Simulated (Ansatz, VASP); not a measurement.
## SrCl2 in VASP and in Ansatz

```
CELL_PARAMETERS angstrom
0.00000 3.49668 3.27953
3.49668 0.00000 3.27953
3.49668 3.49668 0.00000
ATOMIC_POSITIONS crystal
Sr 0.00000 0.00000 0.00000
Cl 0.25000 0.25000 0.25000
Cl 0.75000 0.75000 0.75000
```

Alike in both runs: task single point; functional PBE; k mesh 6 × 6 × 6; occupations gaussian, width 0.05 eV; no spin polarisation.

```csv
,VASP,Ansatz
version,VASP 6.6.1,Ansatz 0.2.0
potentials or method,"VASP PAW PBE potentials, release 64 (Sr_sv, Cl), cutoff 520 eV","scalar-relativistic, plane waves, PAW"
valence electrons in the cell,24,24
```

```csv
,VASP,Ansatz,Ansatz less VASP
gap on the k mesh at the Fermi level (eV),5.11,5.12,+0.005
least direct gap on the mesh (eV),5.15,5.15,+0.002
pressure (GPa),3.6,3.5,-0.11
"traceless stress, the component that is largest in VASP (GPa)",2.51,2.52,+0.017
```
